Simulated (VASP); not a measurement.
Wanted: the native input for a VASP 6.6.1 run.

| Item | Value |
| --- | --- |
| Task | single point |
| Functional | LDA |
| Potentials or basis | VASP PAW LDA potentials, release 64 (Ru_pv, Ir) |
| Cutoff | 520 eV |
| k mesh | 9 × 9 × 4 |
| Occupations | gaussian, width 0.1 eV |
| Spin | no spin polarisation |
| Dipole correction | no |
| Further INCAR settings | ALGO = Fast; EDIFF = 1e-07; NBANDS = 18 |

The structure of IrRu lies in POSCAR:

```
IrRu
1.0
    2.7249110840      0.0000000000      0.0000000000
   -1.3624555420      2.3598422218      0.0000000000
    0.0000000000      0.0000000000      4.3306976446
Ru Ir
1 1
Direct
    0.6666666700      0.3333333300      0.0000000000
    0.0000000000      0.0000000000      0.5000000000
```

The input as run:

INCAR

```
SYSTEM = IrRu
  PREC = Accurate
  ENCUT = 520
  EDIFF = 1E-7
  ISMEAR = 0
  SIGMA = 0.1
  LREAL = .FALSE.
  LASPH = .TRUE.
  NELM = 100
  ALGO = Fast
  ISIF = 2
  LWAVE = .FALSE.
  LCHARG = .FALSE.
  NBANDS = 18
```

KPOINTS

```
regular mesh
0
G
  9 9 4
  0 0 0
```

Potentials or basis: VASP PAW LDA potentials, release 64 (Ru_pv, Ir).

Command:

```sh
$ cat potpaw_LDA.64/Ru_pv/POTCAR potpaw_LDA.64/Ir/POTCAR > POTCAR
$ mpirun -np 1 vasp_std > vasp.out
```

Results of the run:

* Pressure: -9.8 GPa

Caveat: the k points lie up to 0.36 Å⁻¹ apart.

Wall time 26 s on 1 thread of Intel Xeon 8259CL (shared host), peak memory 0.14 GiB.
